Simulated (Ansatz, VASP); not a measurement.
Zn: VASP beside Ansatz

```
CELL_PARAMETERS angstrom
2.11176 -3.57905 0.00000
2.11176 3.57905 0.00000
0.00000 0.00000 4.22915
ATOMIC_POSITIONS crystal
Zn 0.15250 0.84750 0.07850
Zn 0.65250 0.34750 0.42150
Zn 0.84750 0.15250 0.92150
Zn 0.34750 0.65250 0.57850
```

Alike in both runs: task single point; functional r2SCAN; k mesh 6 × 6 × 4; occupations gaussian, width 0.1 eV; no spin polarisation.

```csv
,VASP,Ansatz
version,VASP 6.6.1,Ansatz 0.2.0
potentials or method,"VASP PAW PBE potentials, release 64 (Zn), cutoff 520 eV","scalar-relativistic, plane waves, PAW"
valence electrons in the cell,48,48
```

|  | VASP | Ansatz | Ansatz less VASP |
| --- | --- | --- | --- |
| gap on the k mesh at the Fermi level (eV) | none | none | - |
| pressure (GPa) | 8.8 | 8.3 | -0.53 |
| traceless stress, the component that is largest in VASP (GPa) | 5.40 | 5.23 | -0.178 |
| rms of the force components (eV/Å) | 0.509 | 0.506 | -0.0024 |

VASP's potentials were made for PBE, not for r2SCAN. Atom by atom the forces differ by 0.002 eV/Å (rms over components). A gap of «none» marks a metal or a gap that the smearing closes. With one functional, cell and mesh, what is left measures potentials, basis and numerics.

The k mesh is coarse, so the values compare programs but aren't converged.
